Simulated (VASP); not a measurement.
# SnTe (zincblende type) (F-43m) in VASP: further runs

SnTe (zincblende type) is run at these levels: PBE; tasks: single point.

Everything below comes from runs of VASP 6.6.1. Logs are shortened: lines on timing, memory, paths and dates and some standing lists are left out, and cuts for length are marked.

## Step 1: The cell of the first run

Symmetry: F-43m, No. 216, cubic system. Conventional cell: a = 7.065 Å, b = 7.065 Å, c = 7.065 Å, α = 90.00°, β = 90.00°, γ = 90.00°. Within 4.0 Å of Sn (site symmetry -43m) lie 4 Te at 3.06 Å. Te (site symmetry -43m) has 4 Sn at 3.06 Å within 4.0 Å.

## Step 2: Single point, PBE (44.09 Å³/atom)

INCAR

```
SYSTEM = SnTe
ALGO = Normal ; EDIFF = 1E-6
ENCUT = 520 ; GGA = PE
ISIF = 2 ; ISMEAR = -1
LASPH = .True. ; LCHARG = .False.
LREAL = .False. ; LWAVE = .False.
NBANDS = 17 ; NELM = 60
PREC = Accurate ; SIGMA = 0.08
```

KPOINTS

```
k-points
0
Gamma
  12 12 12
  0 0 0
```

POSCAR

```
SnTe
1.0
    0.0000000000      3.5326616253      3.5326616253
    3.5326616253      0.0000000000      3.5326616253
    3.5326616253      3.5326616253      0.0000000000
Sn Te
1 1
Direct
    0.0000000000      0.0000000000      0.0000000000
    0.2500000000      0.2500000000      0.2500000000
```

Potentials or basis: VASP PAW PBE potentials, release 64 (Sn_d, Te).

Run with:

```bash
> cat potpaw_PBE.64/Sn_d/POTCAR potpaw_PBE.64/Te/POTCAR > POTCAR
> mpirun -np 1 vasp_std > vasp.out
```

OUTCAR:

```text
SYSTEM = SnTe
   EDIFF = 1E-6
   ENCUT = 520
   GGA = PE
   ISIF = 2
   ISMEAR = -1
   LASPH = .True.
   LREAL = .False.
   NELM = 60
   PREC = Accurate

 ion  position               nearest neighbor table
   1  0.000  0.000  0.000-   2 3.06   2 3.06   2 3.06   2 3.06
   2  0.250  0.250  0.250-   1 3.06   1 3.06   1 3.06   1 3.06

  LATTYP: Found a face centered cubic cell.
 ALAT       =     7.0653232506

  Lattice vectors:

 A1 = (   0.0000000000,   3.5326616253,   3.5326616253)
 A2 = (   3.5326616253,   0.0000000000,   3.5326616253)
 A3 = (   3.5326616253,   3.5326616253,   0.0000000000)

Analysis of symmetry for initial positions (statically):
=====================================================================
 Subroutine PRICEL returns:
 Original cell was already a primitive cell.

 Routine SETGRP: Setting up the symmetry group for a
 face centered cubic supercell.

 Subroutine GETGRP returns: Found 24 space group operations
 (whereof 24 operations were pure point group operations)
 out of a pool of 48 trial point group operations.

The static configuration has the point symmetry T_d .

Analysis of symmetry for dynamics (positions and initial velocities):
=====================================================================
 Subroutine PRICEL returns:
 Original cell was already a primitive cell.

 Routine SETGRP: Setting up the symmetry group for a
 face centered cubic supercell.

 Subroutine GETGRP returns: Found 24 space group operations
 (whereof 24 operations were pure point group operations)
 out of a pool of 48 trial point group operations.

The dynamic configuration has the point symmetry T_d .

 Subroutine INISYM returns: Found 24 space group operations
 (whereof 24 operations are pure point group operations),
 and found     1 'primitive' translations

----------------------------------------------------------------------------------------

                                     Primitive cell

  volume of cell :      88.1731

  direct lattice vectors                    reciprocal lattice vectors
     0.000000000  3.532661625  3.532661625    -0.141536341  0.141536341  0.141536341
     3.532661625  0.000000000  3.532661625     0.141536341 -0.141536341  0.141536341
     3.532661625  3.532661625  0.000000000     0.141536341  0.141536341 -0.141536341

  length of vectors
     4.995937982  4.995937982  4.995937982     0.245148134  0.245148134  0.245148134

  position of ions in fractional coordinates (direct lattice)
     0.000000000  0.000000000  0.000000000
     0.250000000  0.250000000  0.250000000

  ion indices of the primitive-cell ions
   primitive index   ion index
                 1           1
                 2           2

----------------------------------------------------------------------------------------

 KPOINTS: k-points

Automatic generation of k-mesh.
 Grid dimensions read from file:
 generate k-points for:   12   12   12

 Generating k-lattice:

  Cartesian coordinates                     Fractional coordinates (reciprocal lattice)
    -0.011794695  0.011794695  0.011794695     0.083333333  0.000000000  0.000000000
     0.011794695 -0.011794695  0.011794695     0.000000000  0.083333333  0.000000000
     0.011794695  0.011794695 -0.011794695     0.000000000  0.000000000  0.083333333

  Length of vectors
     0.020429011  0.020429011  0.020429011

  Shift w.r.t. Gamma in fractional coordinates (k-lattice)
     0.000000000  0.000000000  0.000000000

 Subroutine IBZKPT returns following result:
 ===========================================

 Found     72 irreducible k-points:

 Following reciprocal coordinates:
            Coordinates               Weight
  0.000000  0.000000  0.000000      1.000000
  0.083333  0.000000  0.000000      8.000000
  0.166667  0.000000  0.000000      8.000000
  0.250000  0.000000  0.000000      8.000000
  0.333333  0.000000  0.000000      8.000000
  0.416667  0.000000  0.000000      8.000000
[... 16 lines left out ...]
  0.500000  0.166667  0.000000     24.000000
 -0.416667  0.166667  0.000000     24.000000
 [... further k-points ...]
   k-points           NKPTS =     72   k-points in BZ     NKDIM =     72   number of bands    NBANDS=     17
   number of dos      NEDOS =    301   number of ions     NIONS =      2
   total plane-waves  NPLWV =  64000
   dimension x,y,z NGX =    40 NGY =   40 NGZ =   40
   dimension x,y,z NGXF=    80 NGYF=   80 NGZF=   80
   ions per type =               1   1
   NGX,Y,Z   is equivalent  to a cutoff of  13.31, 13.31, 13.31 a.u.
   NGXF,Y,Z  is equivalent  to a cutoff of  26.62, 26.62, 26.62 a.u.
 SYSTEM =  SnTe
   PREC   = accura    normal or accurate (medium, high low for compatibility)
   ISTART =      0    job   : 0-new  1-cont  2-samecut
   ICHARG =      2    charge: 1-file 2-atom 10-const
   ISPIN  =      1    spin polarized calculation?
   LNONCOLLINEAR =      F non collinear calculations
   LSORBIT =      F    spin-orbit coupling
   LASPH  =      T    aspherical Exc in radial PAW
   ENCUT  =  520.0 eV  38.22 Ry    6.18 a.u.   9.29  9.29  9.29*2*pi/ulx,y,z
   NELM   =     60;   NELMIN=  2; NELMDL= -5     # of ELM steps
   EDIFF  = 0.1E-05   stopping-criterion for ELM
   LREAL  =      F    real-space projection
   EDIFFG = 0.1E-04   stopping-criterion for IOM
   NSW    =      0    number of steps for IOM
   IBRION =     -1    ionic relax: 0-MD 1-quasi-New 2-CG
   NFREE  =      0    steps in history (QN), initial steepest desc. (CG)
   ISIF   =      2    stress and relaxation
   ISYM   =      2    0-nonsym 1-usesym 2-fastsym
   POTIM  = 0.5000    time-step for ionic-motion
   TEBEG  =    0.0;   TEEND  =   0.0 temperature during run
   PSTRESS=    0.0 pullay stress
   NELECT =      20.0000    total number of electrons
   NUPDOWN=      -1.0000    fix difference up-down
   EMIN   =  10.00;   EMAX   =-10.00  energy-range for DOS
   EFERMI =   0.00;   METHOD = LEGACY
   ISMEAR =    -1;   SIGMA  =   0.08  broadening in eV -4-tet -1-fermi 0-gaus
   EFERMI_NEDOS =   21; number of points for ismear=-14 and -15
   IALGO  =     38    algorithm
   IMIX   =      4    mixing-type and parameters
     AMIX     =   0.40;   BMIX     =  1.00
     AMIX_MAG =   1.60;   BMIX_MAG =  1.00
  volume/ion in A,a.u.               =      44.09       297.51
  Fermi-wavevector in a.u.,A,eV,Ry     =   0.998404  1.886709 13.562419  0.996810
  Thomas-Fermi vector in A             =   2.130625
   LORBIT       =      0    0 simple, 1 ext, 2 COOP (PROOUT), +10 PAW based schemes
   GGA     = PE    functional components
   LHFCALC =     F    Hartree Fock is set to
   AEXX    =    0.0000 exact exchange contribution
   IVDW    =     0    specifies the selected vdW correction
   LEPSILON=     F    determine dielectric tensor
   LRPA    =     F    only Hartree local field effects (RPA)
 non-spin polarized calculation
  energy-cutoff  :      520.00
  volume of cell :       88.17
 maximum number of plane-waves:      2421
 NGX is ok and might be reduce to    40
   NGX = 19   NGY = 19   NGZ = 19

 number of electron      20.0000001 magnetization

 Free energy of the ion-electron system (eV)
  ---------------------------------------------------
  ext. energy  EPLUGINS =         0.00000000
  ---------------------------------------------------
  free energy    TOTEN  =        -7.03789969 eV

  energy without entropy =       -7.02836080  energy(sigma->0) =       -7.03313025

 E-fermi :   3.8093     XC(G=0):  -7.7203

 val. band max:        3.8087695308   @ k =   0.4167   0.4167   0.0000
 cond. band min:       3.8769618902   @ k =  -0.2500   0.5000   0.2500
 fundamental gap:      0.0681923595
 Fermi energy:         3.8093199223

 k-point     1 :       0.0000    0.0000    0.0000
  band No.  band energies     occupation
      1     -18.0496      2.00000
      2     -18.0496      2.00000
      3     -18.0496      2.00000
      4     -18.0366      2.00000
      5     -18.0366      2.00000
      6      -8.1274      2.00000
[... 9 lines left out ...]
     16      10.1961      0.00000
     17      11.3672      0.00000

 k-point     2 :       0.0833    0.0000    0.0000
  band No.  band energies     occupation
      1     -18.0497      2.00000
      2     -18.0495      2.00000
      3     -18.0495      2.00000
      4     -18.0366      2.00000
      5     -18.0366      2.00000
      6      -8.0937      2.00000
[... 9 lines left out ...]
     16       9.9515      0.00000
     17      11.1660      0.00000

 k-point     3 :       0.1667    0.0000    0.0000
  band No.  band energies     occupation
      1     -18.0501      2.00000
      2     -18.0491      2.00000
      3     -18.0491      2.00000
      4     -18.0365      2.00000
      5     -18.0365      2.00000
      6      -7.9970      2.00000
[... 9 lines left out ...]
     16       9.6541      0.00000
     17      10.8779      0.00000

 k-point     4 :       0.2500    0.0000    0.0000
  band No.  band energies     occupation
      1     -18.0506      2.00000
      2     -18.0486      2.00000
      3     -18.0486      2.00000
      4     -18.0365      2.00000
      5     -18.0365      2.00000
      6      -7.8528      2.00000
[... 9 lines left out ...]
     16       9.5853      0.00000
     17      10.9641      0.00000
[... 343 lines left out ...]
      1     -18.0520      2.00000
      2     -18.0476      2.00000
      3     -18.0473      2.00000
      4     -18.0369      2.00000
      5     -18.0361      2.00000
      6      -7.5490      2.00000
[... 9 lines left out ...]
     16      10.9093      0.00000
     17      11.4329      0.00000

 k-point    23 :       0.5000    0.1667    0.0000
  band No.  band energies     occupation
      1     -18.0520      2.00000
      2     -18.0475      2.00000
      3     -18.0472      2.00000
      4     -18.0367      2.00000
      5     -18.0362      2.00000
      6      -7.4464      2.00000
[... 9 lines left out ...]
     16      10.8323      0.00000
     17      11.0617      0.00000

 k-point    24 :      -0.4167    0.1667    0.0000
  band No.  band energies     occupation
      1     -18.0519      2.00000
      2     -18.0475      2.00000
      3     -18.0473      2.00000
      4     -18.0365      2.00000
      5     -18.0363      2.00000
      6      -7.4321      2.00000
[... 9 lines left out ...]
     16      10.3811      0.00000
     17      11.3494      0.00000

 [... further k-points ...]
[... 5 lines left out ...]
  --------------------------------------------------------------------------------------
  -------------------------------------------------------------------------------------
  Total        0.9111813      0.9111813      0.9111813     -0.0000000     -0.0000000      0.0000000
  in kB       16.5569090     16.5569090     16.5569090     -0.0000000     -0.0000000      0.0000000
  external PRESSURE =      16.5569090 kB  Pullay stress =       0.0000000 kB

 VOLUME and BASIS-vectors are now :
 -----------------------------------------------------------------------------
  energy-cutoff  :      520.00
  volume of cell :       88.17
      direct lattice vectors                 reciprocal lattice vectors
     0.000000000  3.532661625  3.532661625    -0.141536341  0.141536341  0.141536341
     3.532661625  0.000000000  3.532661625     0.141536341 -0.141536341  0.141536341
     3.532661625  3.532661625  0.000000000     0.141536341  0.141536341 -0.141536341

 POSITION                                       TOTAL-FORCE (eV/Angst)
 -----------------------------------------------------------------------------------
      0.00000      0.00000      0.00000         0.000000      0.000000      0.000000
      1.76633      1.76633      1.76633        -0.000000     -0.000000     -0.000000
 -----------------------------------------------------------------------------------
    total drift:                               -0.000000     -0.000000     -0.000000

  FREE ENERGIE OF THE ION-ELECTRON SYSTEM (eV)
  ---------------------------------------------------
  free  energy   TOTEN  =        -7.0378996943 eV

  energy  without entropy=       -7.0283607975  energy(sigma->0) =       -7.03313025
```

It took 1.8 min on 1 thread of AMD EPYC 7R13, shared host; peak memory 0.27 GiB.

Results:

```
Free energy            : -7.0379 eV
Pressure               : 1.7 GPa
Band gap on the k mesh : zero (bands 10 and 11 overlap by 0.11 eV)
```

Caveat: semilocal functionals underestimate gaps, so a narrow gap can read as zero; spin-orbit coupling is left out, which moves the levels of the heavy elements.

## Step 3: Single point, PBE (44.09 Å³/atom)

INCAR

```
ALGO = Normal ; EDIFF = 1E-6
ENCUT = 520 ; GGA = PE
ISIF = 2 ; ISMEAR = -1
LASPH = True ; LCHARG = True
LELF = True ; LREAL = False
LVHAR = True ; LWAVE = False
NBANDS = 17 ; NELM = 60
PREC = Accurate ; SIGMA = 0.08
```

KPOINTS

```
k-points
0
Gamma
  12 12 12
```

POSCAR is that of step 2.

Potentials or basis: VASP PAW PBE potentials, release 64 (Sn_d, Te).

Run with:

```bash
> cat potpaw_PBE.64/Sn_d/POTCAR potpaw_PBE.64/Te/POTCAR > POTCAR
> mpirun -np 1 vasp_std > vasp.out
```

Run time: 1.8 min. Hardware: 1 thread of AMD EPYC 7R13, shared host; peak memory 0.27 GiB.

The run converged. Its results:

```
Free energy            : -7.0379 eV
Pressure               : 1.7 GPa
Band gap on the k mesh : zero (bands 10 and 11 overlap by 0.11 eV)
```

Levels at points of the mesh, in eV from the Fermi level:
| k point | band 6 | band 7 | band 8 | band 9 | band 10 | band 11 | band 12 | band 13 | band 14 | band 15 |
| --- | --- | --- | --- | --- | --- | --- | --- | --- | --- | --- |
| (0.00, 0.00, 0.00) | -11.94 | -5.04 | -2.15 | -2.15 | -2.15 | 0.91 | 0.91 | 0.91 | 4.05 | 6.39 |
| (0.50, 0.00, 0.00) | -11.31 | -7.23 | -2.72 | -2.72 | -2.17 | 1.75 | 1.75 | 3.61 | 5.60 | 6.44 |
| (0.50, 0.50, 0.00) | -11.05 | -7.62 | -3.44 | -3.44 | -0.77 | -0.05 | 4.09 | 4.09 | 5.47 | 6.58 |

Caveat: semilocal functionals underestimate gaps, so a narrow gap can read as zero; spin-orbit coupling is left out, which moves the levels of the heavy elements.

(Continued in part 2 of 2.)
